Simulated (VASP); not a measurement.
# Cu (Fm-3m) in VASP: further runs

Runs on Cu. Level: PBE. Tasks: single point.

All numbers are computed with VASP 6.6.1; they aren't measurements. Logs are shortened: lines on timing, memory, paths and dates and some standing lists are left out, and cuts for length are marked.

## Step 1: The cell of the first run

The structure is cubic, space group Fm-3m (No. 225). The conventional cell has a = 3.615 Å, b = 3.615 Å, c = 3.615 Å, α = 90.00°, β = 90.00°, γ = 90.00°. Cu (site symmetry m-3m) has 12 Cu at 2.56 Å within 3.4 Å.

## Step 2: Single point, PBE

INCAR reads:

```
SYSTEM = Cu
PREC = Accurate ; ENCUT = 600
EDIFF = 1E-6 ; ISMEAR = -1
SIGMA = 0.1 ; LREAL = .FALSE.
LASPH = .TRUE. ; NELM = 120
ALGO = Normal ; ISIF = 2
LWAVE = .FALSE. ; LCHARG = .TRUE.
GGA = PE ; LELF = .TRUE.
LVHAR = .TRUE. ; NBANDS = 12
GGA_COMPAT = .FALSE.
```

KPOINTS reads:

```
Automatic mesh
0
G
  7 7 7
  0 0 0
```

POSCAR reads:

```
Cu
1.0
    0.0000000000      1.8075000000      1.8075000000
    1.8075000000      0.0000000000      1.8075000000
    1.8075000000      1.8075000000      0.0000000000
Cu
1
Direct
    0.0000000000      0.0000000000      0.0000000000
```

Potentials or basis: VASP PAW PBE potentials, release 64 (Cu).

Started as:

```bash
cat potpaw_PBE.64/Cu/POTCAR > POTCAR
mpirun -np 1 vasp_std > vasp.out
```

OUTCAR:

```text
SYSTEM = Cu
   PREC = Accurate
   ENCUT = 600
   EDIFF = 1E-6
   ISMEAR = -1
   LREAL = .FALSE.
   LASPH = .TRUE.
   NELM = 120
   ISIF = 2
   GGA = PE

 ion  position               nearest neighbor table
   1  0.000  0.000  0.000-

  LATTYP: Found a face centered cubic cell.
 ALAT       =     3.6150000000

  Lattice vectors:

 A1 = (   0.0000000000,   1.8075000000,   1.8075000000)
 A2 = (   1.8075000000,   0.0000000000,   1.8075000000)
 A3 = (   1.8075000000,   1.8075000000,   0.0000000000)

Analysis of symmetry for initial positions (statically):
=====================================================================
 Subroutine PRICEL returns:
 Original cell was already a primitive cell.

 Routine SETGRP: Setting up the symmetry group for a
 face centered cubic supercell.

 Subroutine GETGRP returns: Found 48 space group operations
 (whereof 48 operations were pure point group operations)
 out of a pool of 48 trial point group operations.

The static configuration has the point symmetry O_h .

Analysis of symmetry for dynamics (positions and initial velocities):
=====================================================================
 Subroutine PRICEL returns:
 Original cell was already a primitive cell.

 Routine SETGRP: Setting up the symmetry group for a
 face centered cubic supercell.

 Subroutine GETGRP returns: Found 48 space group operations
 (whereof 48 operations were pure point group operations)
 out of a pool of 48 trial point group operations.

The dynamic configuration has the point symmetry O_h .

 Subroutine INISYM returns: Found 48 space group operations
 (whereof 48 operations are pure point group operations),
 and found     1 'primitive' translations

----------------------------------------------------------------------------------------

                                     Primitive cell

  volume of cell :      11.8104

  direct lattice vectors                    reciprocal lattice vectors
     0.000000000  1.807500000  1.807500000    -0.276625173  0.276625173  0.276625173
     1.807500000  0.000000000  1.807500000     0.276625173 -0.276625173  0.276625173
     1.807500000  1.807500000  0.000000000     0.276625173  0.276625173 -0.276625173

  length of vectors
     2.556191014  2.556191014  2.556191014     0.479128854  0.479128854  0.479128854

  position of ions in fractional coordinates (direct lattice)
     0.000000000  0.000000000  0.000000000

  ion indices of the primitive-cell ions
[... 75 lines left out ...]
   ISIF   =      2    stress and relaxation
   ISYM   =      2    0-nonsym 1-usesym 2-fastsym
   POTIM  = 0.5000    time-step for ionic-motion
   TEBEG  =    0.0;   TEEND  =   0.0 temperature during run
   PSTRESS=    0.0 pullay stress
   NELECT =      11.0000    total number of electrons
   NUPDOWN=      -1.0000    fix difference up-down
   EMIN   =  10.00;   EMAX   =-10.00  energy-range for DOS
   EFERMI =   0.00;   METHOD = LEGACY
   ISMEAR =    -1;   SIGMA  =   0.10  broadening in eV -4-tet -1-fermi 0-gaus
   EFERMI_NEDOS =   21; number of points for ismear=-14 and -15
   IALGO  =     38    algorithm
   IMIX   =      4    mixing-type and parameters
     AMIX     =   0.40;   BMIX     =  1.00
     AMIX_MAG =   1.60;   BMIX_MAG =  1.00
  volume/ion in A,a.u.               =      11.81        79.70
  Fermi-wavevector in a.u.,A,eV,Ry     =   1.598763  3.021224 34.777078  2.556043
  Thomas-Fermi vector in A             =   2.696162
   LORBIT       =      0    0 simple, 1 ext, 2 COOP (PROOUT), +10 PAW based schemes
   GGA     = PE    functional components
   LHFCALC =     F    Hartree Fock is set to
   AEXX    =    0.0000 exact exchange contribution
   IVDW    =     0    specifies the selected vdW correction
   LEPSILON=     F    determine dielectric tensor
   LRPA    =     F    only Hartree local field effects (RPA)
 non-spin polarized calculation
  energy-cutoff  :      600.00
  volume of cell :       11.81
 maximum number of plane-waves:       411
   NGX = 11   NGY = 11   NGZ = 11

 number of electron      11.0000001 magnetization

 Free energy of the ion-electron system (eV)
  ---------------------------------------------------
  ext. energy  EPLUGINS =         0.00000000
  ---------------------------------------------------
  free energy    TOTEN  =        -3.76885418 eV

  energy without entropy =       -3.76575743  energy(sigma->0) =       -3.76730580

 E-fermi :   7.7672     XC(G=0): -12.7228

 val. band max:        7.0495023612   @ k =   0.4286   0.2857   0.0000
 cond. band min:       7.8129020536   @ k =   0.4286   0.4286   0.0000
 fundamental gap:      0.7633996923
 Fermi energy:         7.7672349423

 k-point     1 :       0.0000    0.0000    0.0000
  band No.  band energies     occupation
      1      -1.7641      2.00000
      2       4.5767      2.00000
      3       4.5767      2.00000
      4       4.5767      2.00000
      5       5.3990      2.00000
      6       5.3990      2.00000
      7      30.1798      0.00000
      8      32.8258      0.00000
      9      32.8258      0.00000
     10      32.8258      0.00000
     11      35.3205      0.00000
     12      35.3205      0.00000
[... 271 lines left out ...]
 k-point    20 :      -0.2857    0.4286    0.1429
  band No.  band energies     occupation
      1       3.5028      2.00000
      2       3.7792      2.00000
      3       4.3328      2.00000
      4       5.3783      2.00000
      5       6.0071      2.00000
      6      12.6562      0.00000
      7      13.1695      0.00000
      8      15.8885      0.00000
      9      19.2707      0.00000
     10      31.8594      0.00000
     11      38.1828      0.00000
     12      38.4492      0.00000

------------------------ aborting loop because EDIFF is reached ----------------------------------------

  FORCE on cell =-STRESS in cart. coord.  units (eV):
  Direction    XX          YY          ZZ          XY          YZ          ZX
  --------------------------------------------------------------------------------------
  -------------------------------------------------------------------------------------
  Total        0.1623149      0.1623149      0.1623149      0.0000000     -0.0000000      0.0000000
  in kB       22.0193345     22.0193345     22.0193345      0.0000000     -0.0000000      0.0000000
  external PRESSURE =      22.0193345 kB  Pullay stress =       0.0000000 kB

 VOLUME and BASIS-vectors are now :
 -----------------------------------------------------------------------------
  energy-cutoff  :      600.00
  volume of cell :       11.81
      direct lattice vectors                 reciprocal lattice vectors
     0.000000000  1.807500000  1.807500000    -0.276625173  0.276625173  0.276625173
     1.807500000  0.000000000  1.807500000     0.276625173 -0.276625173  0.276625173
     1.807500000  1.807500000  0.000000000     0.276625173  0.276625173 -0.276625173

 POSITION                                       TOTAL-FORCE (eV/Angst)
 -----------------------------------------------------------------------------------
      0.00000      0.00000      0.00000        -0.000000     -0.000000      0.000000
 -----------------------------------------------------------------------------------
    total drift:                                0.000000      0.000000      0.000000

  FREE ENERGIE OF THE ION-ELECTRON SYSTEM (eV)
  ---------------------------------------------------
  free  energy   TOTEN  =        -3.7688541754 eV

  energy  without entropy=       -3.7657574339  energy(sigma->0) =       -3.76730580
```

OSZICAR:

```text
N       E                     dE             d eps       ncg     rms          rms(c)
DAV:   1     0.434514314301E+02    0.43451E+02   -0.58952E+03   528   0.175E+03
DAV:   2    -0.336598515157E+01   -0.46817E+02   -0.44097E+02   484   0.213E+02
DAV:   3    -0.465578439044E+01   -0.12898E+01   -0.12849E+01   588   0.411E+01
DAV:   4    -0.466372839654E+01   -0.79440E-02   -0.79432E-02   544   0.281E+00
DAV:   5    -0.466380003126E+01   -0.71635E-04   -0.71633E-04   576   0.272E-01    0.768E+00
DAV:   6    -0.415663997731E+01    0.50716E+00   -0.14593E+01   564   0.729E+01    0.395E+00
DAV:   7    -0.378070343351E+01    0.37594E+00   -0.22845E+00   572   0.291E+01    0.541E-01
DAV:   8    -0.377090501713E+01    0.97984E-02   -0.55284E-03   572   0.137E+00    0.343E-01
DAV:   9    -0.376885812009E+01    0.20469E-02   -0.12912E-02   584   0.200E+00    0.335E-02
DAV:  10    -0.376885525101E+01    0.28691E-05   -0.54203E-05   712   0.128E-01    0.781E-03
DAV:  11    -0.376885415761E+01    0.10934E-05   -0.74549E-07   424   0.163E-02    0.250E-04
DAV:  12    -0.376885417541E+01   -0.17804E-07   -0.93477E-08   328   0.342E-03
   1 F= -.37688542E+01 E0= -.37673058E+01  d E =-.309674E-02
```

stdout:

```text
POSCAR found type information on POSCAR Cu
 POSCAR found :  1 types and       1 ions
 scaLAPACK will be used
 LDA part: xc-table for (Slater+PW92), standard interpolation
 POSCAR, INCAR and KPOINTS ok, starting setup
 FFT: planning ... GRIDC
 FFT: planning ... GRID_SOFT
 FFT: planning ... GRID
 WAVECAR not read
 entering main loop
```

It took 6 s on 1 thread of Intel Xeon 8259CL, shared host; peak memory 0.12 GiB.

What came out:

* Free energy: -3.7689 eV
* Pressure: 2.2 GPa

Levels at points of the mesh, in eV from the Fermi level:
| k point | band 4 | band 5 | band 6 | band 7 | band 8 | band 9 |
| --- | --- | --- | --- | --- | --- | --- |
| (0.00, 0.00, 0.00) | -3.19 | -2.37 | -2.37 | 22.41 | 25.06 | 25.06 |

Caveat: the k points lie up to 0.43 Å⁻¹ apart.

## Step 3: Single point, PBE

INCAR reads:

```
PREC = Accurate
ENCUT = 600
EDIFF = 1E-6
ISMEAR = -1
SIGMA = 0.1
LREAL = F
LASPH = T
NELM = 120
ALGO = Normal
ISIF = 2
LWAVE = F
LCHARG = F
GGA = PE
NBANDS = 12
GGA_COMPAT = F
```

KPOINTS reads:

```
Automatic mesh
0
Gamma
  9 9 9
```

POSCAR is that of step 2.

Potentials or basis: VASP PAW PBE potentials, release 64 (Cu).

Started as:

```bash
cat potpaw_PBE.64/Cu/POTCAR > POTCAR
mpirun -np 1 vasp_std > vasp.out
```

It took 8.2 s on 1 thread of Intel Xeon 8259CL, shared host; peak memory 0.12 GiB.

The run converged. Its results:

```yaml
Free_energy: -3.7426 eV
Pressure: 2.4 GPa
```

Levels at points of the mesh, in eV from the Fermi level:
```
           k point  band 3  band 4  band 5  band 6  band 7  band 8  band 9  band 10
(0.00, 0.00, 0.00)   -3.09   -3.09   -2.27   -2.27   22.52   25.17   25.17    25.17
```
